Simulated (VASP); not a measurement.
# Nb (Pm-3m) in VASP: single point with r2SCAN

Aim: the single point of Nb with r2SCAN.

Program: VASP 6.6.1. These are calculated values, not measurements. Logs are shortened: lines on timing, memory, paths and dates and some standing lists are left out, and cuts for length are marked.

## Step 1: The cell of the first run

The structure is cubic, space group Pm-3m (No. 221). The conventional cell has a = 2.665 Å, b = 2.665 Å, c = 2.665 Å, α = 90.00°, β = 90.00°, γ = 90.00°. Within 3.5 Å of Nb (site symmetry m-3m) lie 6 Nb at 2.66 Å.

## Step 2: Single point, r2SCAN

POSCAR

```
Nb
1.0
   -0.8882443402      1.7764886804      1.7764886804
    1.7764886804     -0.8882443402      1.7764886804
    1.7764886804      1.7764886804     -0.8882443402
Nb
1
Direct
    0.0000000000      0.0000000000      0.0000000000
```

INCAR.step1

```
ALGO = Normal
EDIFF = 1E-4
ENCUT = 520
GGA = PE
ISMEAR = 0
LASPH = True
LCHARG = False
LREAL = False
LWAVE = True
NBANDS = 12
NELM = 80
PREC = Accurate
SIGMA = 0.15
```

INCAR.step2

```
ALGO = Normal
EDIFF = 1E-7
ENCUT = 520
ISIF = 2
ISMEAR = 0
ISTART = 1
LASPH = True
LCHARG = False
LMIXTAU = True
LREAL = False
LWAVE = False
METAGGA = R2SCAN
NBANDS = 12
NELM = 80
PREC = Accurate
SIGMA = 0.15
```

KPOINTS

```
k-points
0
Gamma
  22 22 22
```

Potentials or basis: VASP PAW PBE potentials, release 64 (Nb_sv).

Launch:

```bash
> cat potpaw_PBE.64/Nb_sv/POTCAR > POTCAR
> cp INCAR.step1 INCAR
> mpirun -np 1 vasp_std > vasp.out
> cp INCAR.step2 INCAR
> mpirun -np 1 vasp_std > vasp.out
```

OUTCAR:

```text
EDIFF = 1E-7
   ENCUT = 520
   ISIF = 2
   ISMEAR = 0
   ISTART = 1
   LASPH = True
   LREAL = False
   METAGGA = R2SCAN
   NELM = 80
   PREC = Accurate

 ion  position               nearest neighbor table
   1  0.000  0.000  0.000-

  LATTYP: Found a simple cubic cell.
 ALAT       =     2.6647330206

  Lattice vectors:

 A1 = (  -0.8882443402,   1.7764886804,   1.7764886804)
 A2 = (   1.7764886804,  -0.8882443402,   1.7764886804)
 A3 = (   1.7764886804,   1.7764886804,  -0.8882443402)

Analysis of symmetry for initial positions (statically):
=====================================================================
 Subroutine PRICEL returns:
 Original cell was already a primitive cell.

 Routine SETGRP: Setting up the symmetry group for a
 simple cubic supercell.

 Subroutine GETGRP returns: Found 48 space group operations
 (whereof 48 operations were pure point group operations)
 out of a pool of 48 trial point group operations.

The static configuration has the point symmetry O_h .

Analysis of symmetry for dynamics (positions and initial velocities):
=====================================================================
 Subroutine PRICEL returns:
 Original cell was already a primitive cell.

 Routine SETGRP: Setting up the symmetry group for a
 simple cubic supercell.

 Subroutine GETGRP returns: Found 48 space group operations
 (whereof 48 operations were pure point group operations)
 out of a pool of 48 trial point group operations.

The dynamic configuration has the point symmetry O_h .

 Subroutine INISYM returns: Found 48 space group operations
 (whereof 48 operations are pure point group operations),
 and found     1 'primitive' translations

----------------------------------------------------------------------------------------

                                     Primitive cell

  volume of cell :      18.9217

  direct lattice vectors                    reciprocal lattice vectors
    -0.888244340  1.776488680  1.776488680    -0.125090705  0.250181411  0.250181411
     1.776488680 -0.888244340  1.776488680     0.250181411 -0.125090705  0.250181411
     1.776488680  1.776488680 -0.888244340     0.250181411  0.250181411 -0.125090705

  length of vectors
     2.664733021  2.664733021  2.664733021     0.375272116  0.375272116  0.375272116

  position of ions in fractional coordinates (direct lattice)
     0.000000000  0.000000000  0.000000000

  ion indices of the primitive-cell ions
   primitive index   ion index
                 1           1

----------------------------------------------------------------------------------------

 KPOINTS: k-points

Automatic generation of k-mesh.
 Grid dimensions read from file:
 generate k-points for:   22   22   22

 Generating k-lattice:

  Cartesian coordinates                     Fractional coordinates (reciprocal lattice)
    -0.005685941  0.011371882  0.011371882     0.045454545  0.000000000  0.000000000
     0.011371882 -0.005685941  0.011371882     0.000000000  0.045454545  0.000000000
     0.011371882  0.011371882 -0.005685941     0.000000000  0.000000000  0.045454545

  Length of vectors
     0.017057823  0.017057823  0.017057823

  Shift w.r.t. Gamma in fractional coordinates (k-lattice)
     0.000000000  0.000000000  0.000000000

 Subroutine IBZKPT returns following result:
 ===========================================

 Found    364 irreducible k-points:

 Following reciprocal coordinates:
            Coordinates               Weight
  0.000000  0.000000  0.000000      1.000000
  0.045455  0.000000  0.000000      6.000000
  0.090909  0.000000  0.000000      6.000000
  0.136364  0.000000  0.000000      6.000000
  0.181818  0.000000  0.000000      6.000000
  0.227273  0.000000  0.000000      6.000000
[... 16 lines left out ...]
  0.500000  0.045455  0.000000     12.000000
  0.090909  0.090909  0.000000     12.000000
 [... further k-points ...]
   k-points           NKPTS =    364   k-points in BZ     NKDIM =    364   number of bands    NBANDS=     12
   number of dos      NEDOS =    301   number of ions     NIONS =      1
   total plane-waves  NPLWV =   8000
   dimension x,y,z NGX =    20 NGY =   20 NGZ =   20
   dimension x,y,z NGXF=    40 NGYF=   40 NGZF=   40
   ions per type =               1
   NGX,Y,Z   is equivalent  to a cutoff of  12.48, 12.48, 12.48 a.u.
   NGXF,Y,Z  is equivalent  to a cutoff of  24.95, 24.95, 24.95 a.u.
 SYSTEM =  unknown system
   PREC   = accura    normal or accurate (medium, high low for compatibility)
   ISTART =      1    job   : 0-new  1-cont  2-samecut
   ICHARG =      0    charge: 1-file 2-atom 10-const
   ISPIN  =      1    spin polarized calculation?
   LNONCOLLINEAR =      F non collinear calculations
   LSORBIT =      F    spin-orbit coupling
   LASPH  =      T    aspherical Exc in radial PAW
   ENCUT  =  520.0 eV  38.22 Ry    6.18 a.u.   4.95  4.95  4.95*2*pi/ulx,y,z
   NELM   =     80;   NELMIN=  2; NELMDL=  0     # of ELM steps
   EDIFF  = 0.1E-06   stopping-criterion for ELM
   LREAL  =      F    real-space projection
   EDIFFG = 0.1E-05   stopping-criterion for IOM
   NSW    =      0    number of steps for IOM
   IBRION =     -1    ionic relax: 0-MD 1-quasi-New 2-CG
   NFREE  =      0    steps in history (QN), initial steepest desc. (CG)
   ISIF   =      2    stress and relaxation
   ISYM   =      2    0-nonsym 1-usesym 2-fastsym
   POTIM  = 0.5000    time-step for ionic-motion
   TEBEG  =    0.0;   TEEND  =   0.0 temperature during run
   PSTRESS=    0.0 pullay stress
   NELECT =      13.0000    total number of electrons
   NUPDOWN=      -1.0000    fix difference up-down
   EMIN   =  10.00;   EMAX   =-10.00  energy-range for DOS
   EFERMI =   0.00;   METHOD = LEGACY
   ISMEAR =     0;   SIGMA  =   0.15  broadening in eV -4-tet -1-fermi 0-gaus
   EFERMI_NEDOS =   21; number of points for ismear=-14 and -15
   IALGO  =     38    algorithm
   IMIX   =      4    mixing-type and parameters
     AMIX     =   0.40;   BMIX     =  1.00
     AMIX_MAG =   1.60;   BMIX_MAG =  1.00
  volume/ion in A,a.u.               =      18.92       127.69
  Fermi-wavevector in a.u.,A,eV,Ry     =   1.444560  2.729823 28.392005  2.086754
  Thomas-Fermi vector in A             =   2.562841
   LORBIT       =      0    0 simple, 1 ext, 2 COOP (PROOUT), +10 PAW based schemes
   METAGGA = R2SCAN    functional components
   LHFCALC =     F    Hartree Fock is set to
   AEXX    =    0.0000 exact exchange contribution
   IVDW    =     0    specifies the selected vdW correction
   LEPSILON=     F    determine dielectric tensor
   LRPA    =     F    only Hartree local field effects (RPA)
 non-spin polarized calculation
 Gauss-broadening in eV      SIGMA  =   0.15
  energy-cutoff  :      520.00
  volume of cell :       18.92
 maximum number of plane-waves:       536
 NGX is ok and might be reduce to    20
   NGX =  9   NGY =  9   NGZ =  9

 number of electron      13.0000001 magnetization

 Free energy of the ion-electron system (eV)
  ---------------------------------------------------
  ext. energy  EPLUGINS =         0.00000000
  ---------------------------------------------------
  free energy    TOTEN  =       -23.81654023 eV

  energy without entropy =      -23.80779367  energy(sigma->0) =      -23.81216695

 E-fermi :  10.6013     XC(G=0): -13.1843

 val. band max:       10.5949121274   @ k =   0.5000   0.3182   0.1818
 cond. band min:      10.6042815331   @ k =   0.5000   0.0455   0.0455
 fundamental gap:      0.0093694057
 Fermi energy:        10.6012606133

 k-point     1 :       0.0000    0.0000    0.0000
  band No.  band energies     occupation
      1     -45.8465      2.00000
      2     -20.2293      2.00000
      3     -20.2293      2.00000
      4     -20.2293      2.00000
      5       4.5609      2.00000
      6       7.3428      2.00000
      7       7.3428      2.00000
      8      16.4372      0.00000
      9      16.4372      0.00000
     10      16.4372      0.00000
     11      26.7368      0.00000
     12      26.7368      0.00000

 k-point     2 :       0.0455    0.0000    0.0000
  band No.  band energies     occupation
      1     -45.8415      2.00000
      2     -20.2703      2.00000
      3     -20.2260      2.00000
      4     -20.2260      2.00000
      5       4.6284      2.00000
      6       7.3609      2.00000
      7       7.4199      2.00000
      8      16.3283      0.00000
      9      16.3283      0.00000
     10      16.4444      0.00000
     11      26.3717      0.00000
     12      26.8809      0.00000

 k-point     3 :       0.0909    0.0000    0.0000
  band No.  band energies     occupation
      1     -45.8269      2.00000
      2     -20.3887      2.00000
      3     -20.2161      2.00000
      4     -20.2161      2.00000
      5       4.8216      2.00000
      6       7.4140      2.00000
      7       7.6514      2.00000
      8      16.0258      0.00000
      9      16.0258      0.00000
     10      16.4655      0.00000
     11      25.4879      0.00000
     12      27.2858      0.00000
[... 286 lines left out ...]
 k-point    23 :       0.5000    0.0455    0.0000
  band No.  band energies     occupation
      1     -45.5868      2.00000
      2     -22.0552      2.00000
      3     -20.0984      2.00000
      4     -20.0571      2.00000
      5       8.0286      2.00000
      6       8.4278      2.00000
      7      10.8100      0.04909
      8      12.8040      0.00000
      9      13.0522      0.00000
     10      16.7187      0.00000
     11      21.4739      0.00000
     12      24.9544      0.00000

 k-point    24 :       0.0909    0.0909    0.0000
  band No.  band energies     occupation
      1     -45.8072      2.00000
      2     -20.3836      2.00000
      3     -20.3656      2.00000
      4     -20.2029      2.00000
      5       5.0822      2.00000
      6       7.6059      2.00000
      7       7.8344      2.00000
      8      15.5888      0.00000
      9      15.9701      0.00000
     10      16.1518      0.00000
     11      25.8830      0.00000
     12      26.1070      0.00000

 [... further k-points ...]
[... 5 lines left out ...]
  --------------------------------------------------------------------------------------
  -------------------------------------------------------------------------------------
  Total        0.8462921      0.8462921      0.8462921      0.0000000      0.0000000      0.0000000
  in kB       71.6588379     71.6588379     71.6588379      0.0000000      0.0000000      0.0000000
  external PRESSURE =      71.6588379 kB  Pullay stress =       0.0000000 kB

 VOLUME and BASIS-vectors are now :
 -----------------------------------------------------------------------------
  energy-cutoff  :      520.00
  volume of cell :       18.92
      direct lattice vectors                 reciprocal lattice vectors
    -0.888244340  1.776488680  1.776488680    -0.125090705  0.250181411  0.250181411
     1.776488680 -0.888244340  1.776488680     0.250181411 -0.125090705  0.250181411
     1.776488680  1.776488680 -0.888244340     0.250181411  0.250181411 -0.125090705

 POSITION                                       TOTAL-FORCE (eV/Angst)
 -----------------------------------------------------------------------------------
      0.00000      0.00000      0.00000        -0.000000      0.000000      0.000000
 -----------------------------------------------------------------------------------
    total drift:                                0.000000     -0.000000      0.000000

  FREE ENERGIE OF THE ION-ELECTRON SYSTEM (eV)
  ---------------------------------------------------
  free  energy   TOTEN  =       -23.8165402346 eV

  energy  without entropy=      -23.8077936725  energy(sigma->0) =      -23.81216695
```

Wall time 2.1 min (1 thread of Intel Xeon Platinum 8488C (Sapphire Rapids), shared host); peak memory 0.19 GiB.

What came out:

* Free energy: -23.8165 eV
* Pressure: 7.2 GPa

Levels at points of the mesh, in eV from the Fermi level:
| k point | band 3 | band 4 | band 5 | band 6 | band 7 | band 8 | band 9 | band 10 | band 11 | band 12 |
| --- | --- | --- | --- | --- | --- | --- | --- | --- | --- | --- |
| (0.00, 0.00, 0.00) | -30.83 | -30.83 | -6.04 | -3.26 | -3.26 | 5.84 | 5.84 | 5.84 | 16.14 | 16.14 |
| (0.50, 0.00, 0.00) | -30.66 | -30.66 | -2.65 | -2.24 | 0.51 | 2.19 | 2.19 | 6.21 | 10.89 | 14.23 |
| (0.50, 0.50, 0.00) | -32.38 | -30.50 | -4.61 | -1.15 | 2.96 | 2.96 | 6.45 | 6.45 | 8.09 | 15.07 |
| (0.50, 0.50, 0.50) | -32.13 | -32.13 | -2.76 | -2.76 | -2.76 | 7.58 | 8.34 | 8.34 | 13.87 | 13.87 |

Caveat: the PAW data sets were made with another functional, which shifts forces and pressure a little.
